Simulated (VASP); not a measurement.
As, 1 atom in the cell. Symmetry: Fm-3m, No. 225, cubic system. The conventional cell has a = 4.203 Å, b = 4.203 Å, c = 4.203 Å, α = 90.00°, β = 90.00°, γ = 90.00°. Within 3.9 Å of As (site symmetry m-3m) lie 12 As at 2.97 Å.  This cell differs from its parent crystal: volume scaled by 0.96.

* Program: VASP 6.6.1
* Task: single point
* Functional: PBE
* Potentials or basis: VASP PAW PBE potentials, release 64 (As)
* Cutoff: 520 eV
* k mesh: 21 × 21 × 21
* Occupations: fermi-dirac, width 0.1 eV
* Spin: no spin polarisation
* Dipole correction: no
* Further INCAR settings: ALGO = Normal; EDIFF = 1e-07; NBANDS = 8

Potentials or basis: VASP PAW PBE potentials, release 64 (As).

Launch:

```console
$ cat potpaw_PBE.64/As/POTCAR > POTCAR
$ mpirun -np 1 vasp_std > vasp.out
```

Hardware: 1 thread of Intel Xeon 8259CL, on a shared host.

Q: Estimate the wall time of this run.

A: Wall time 37 s on 1 thread of Intel Xeon 8259CL (shared host), peak memory 0.17 GiB. Counts: scf iterations 9, k points 286.
